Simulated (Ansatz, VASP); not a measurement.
# One calculation of Mg3CdSe4, two programs

```xyz
16
Lattice="8.5972 0.0000 0.0000 0.0000 7.4140 0.0000 0.0000 0.0000 6.9481" Properties=species:S:1:pos:R:3 pbc="T T T"
Mg    2.1500    2.4674   -0.0126
Mg    6.4472    2.4674   -0.0126
Mg    0.0000    1.2577    3.4659
Mg    4.2986    6.1563   -0.0081
Mg    6.4486    4.9466    3.4614
Mg    2.1486    4.9466    3.4614
Cd    4.2986    1.2423    3.4781
Cd    0.0000    6.1717    0.0041
Se    4.2986    1.2245    6.1665
Se    0.0000    1.3051    6.0634
Se    2.0987    2.4974    2.5848
Se    6.4985    2.4974    2.5848
Se    2.1999    4.9166    6.0589
Se    6.3973    4.9166    6.0589
Se    0.0000    6.1895    2.6925
Se    4.2986    6.1088    2.5893
```

Alike in both runs: functional PBE; k mesh 2 × 2 × 2; occupations gaussian, width 0.15 eV; no spin polarisation.

Ansatz relaxed the structure, and its values are those at the end. VASP's run is a single point on that final structure, the one shown.

```csv
,VASP,Ansatz
version,VASP 6.6.1,Ansatz 0.2.0
potentials or method,"VASP PAW PBE potentials, release 64 (Mg, Cd, Se), cutoff 520 eV","scalar-relativistic, plane waves, PAW"
valence electrons in the cell,84,228
```

```csv
,VASP,Ansatz,Ansatz less VASP
gap on the k mesh at the Fermi level (eV),2.01,2.01,+0.004
least direct gap on the mesh (eV),2.01,2.01,+0.004
pressure (GPa),-0.1,-0.1,-0.02
rms of the force components (eV/Å),0.018,0.023,+0.0050
```

VASP's potentials hold 84 valence electrons a cell and Ansatz's 228, so a difference there can come from the potentials and not from the codes.

The k mesh is coarse, so the values compare programs but aren't converged.
